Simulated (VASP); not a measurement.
# WS3: single point with PBE

The system is WS3.

```
CELL_PARAMETERS angstrom
4.68237 0.00000 0.00000
0.00000 4.68237 0.00000
0.00000 0.00000 4.68237
ATOMIC_POSITIONS crystal
W 0.00000 0.00000 0.00000
S 0.00000 0.00000 0.50000
S 0.00000 0.50000 0.00000
S 0.50000 0.00000 0.00000
```

- Program: VASP 6.6.1
- Task: single point
- Functional: PBE
- Potentials or basis: VASP PAW PBE potentials, release 64 (W_sv, S)
- Cutoff: 520 eV
- k mesh: 10 × 10 × 10
- Occupations: gaussian, width 0.1 eV
- Spin: no spin polarisation

| Item | Value |
| --- | --- |
| Pressure | 0.0 GPa |
| Band gap on the k mesh | zero (bands 16 and 17 overlap by 1.19 eV) |

Levels at points of the mesh, in eV from the Fermi level:
```csv
k point,band 14,band 15,band 16,band 17,band 18,band 19
"(0.00, 0.00, 0.00)",-1.09,-1.09,-1.09,-0.51,-0.51,-0.51
"(0.50, 0.00, 0.00)",-1.49,-1.42,-0.70,-0.70,1.16,1.91
"(0.50, 0.50, 0.00)",-1.88,-1.88,0.35,1.87,1.92,1.92
"(0.50, 0.50, 0.50)",0.37,0.37,0.37,2.26,2.26,2.26
```

Run time: 94 s on 1 thread of Intel(R) Xeon(R) Platinum 8259CL CPU @ 2.50GHz (Skylake/Cascade Lake) (shared host), peak memory 0.28 GiB.

Caveat: spin-orbit coupling is left out, which moves the levels of the heavy elements.
